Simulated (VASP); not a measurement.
**CoSi2: single point with PBE**

CoSi2:

```
Co Si
1.0
     0.00000    2.67994    2.67994
     2.67994    0.00000    2.67994
     2.67994    2.67994    0.00000
Co Si
1 2
Direct
  0.00000 0.00000 0.00000
  0.26616 0.26616 0.26616
  0.73384 0.73384 0.73384
```

This cell differs from its parent crystal: mode 4 (324.9 1/cm) frozen in, largest displacement -0.150 Å.

```yaml
Program: VASP 6.6.1
Task: single point
Functional: PBE
Potentials_or_basis: VASP PAW PBE potentials, release 64 (Co, Si)
Cutoff: 520 eV
k_mesh: 16 × 16 × 16
Occupations: gaussian, width 0.15 eV
Spin: no spin polarisation
Dipole_correction: no
Further_INCAR_settings: ALGO = Normal; EDIFF = 1e-06; NBANDS = 16
```

| Quantity | Value |
| --- | --- |
| Pressure | 3.0 GPa |
| Largest force | 1.397 eV/Å |

Forces in eV/Å, atoms in the order of the input:
```
Co   0.000  0.000  0.000
Si  -0.806 -0.806 -0.806
Si   0.806  0.806  0.806
```

Stress tensor (GPa, compression positive):
```
 2.98 -5.58 -5.58
-5.58  2.98 -5.58
-5.58 -5.58  2.98
```

Levels at points of the mesh, in eV from the Fermi level:
| k point | band 5 | band 6 | band 7 | band 8 | band 9 | band 10 | band 11 | band 12 | band 13 | band 14 |
| --- | --- | --- | --- | --- | --- | --- | --- | --- | --- | --- |
| (0.00, 0.00, 0.00) | -1.93 | -1.93 | 0.65 | 2.86 | 2.86 | 3.27 | 3.27 | 3.32 | 3.33 | 5.82 |
| (0.50, 0.00, 0.00) | -2.51 | -1.86 | -1.57 | -1.51 | 0.20 | 2.68 | 2.95 | 3.98 | 4.23 | 10.06 |
| (0.50, 0.50, 0.50) | -1.59 | -1.56 | -1.56 | -0.09 | -0.09 | 2.06 | 3.08 | 3.08 | 4.24 | 9.69 |
| (0.50, 0.50, 0.00) | -3.53 | -2.33 | -2.17 | -1.58 | -1.38 | 1.48 | 2.76 | 8.56 | 9.68 | 9.71 |

It took 3.8 min on 1 thread of Intel(R) Xeon(R) Platinum 8259CL CPU @ 2.50GHz (Skylake/Cascade Lake) (shared host), peak memory 0.36 GiB.

Caveat: the cell differs from its parent crystal (mode 4 (324.9 1/cm) frozen in, largest displacement -0.150 Å); forces of over 1 eV/Å act on the atoms, so gaps and moduli don't describe the material at rest. Spin polarisation is off, so any magnetic state and its effect on volume and gap are missing.
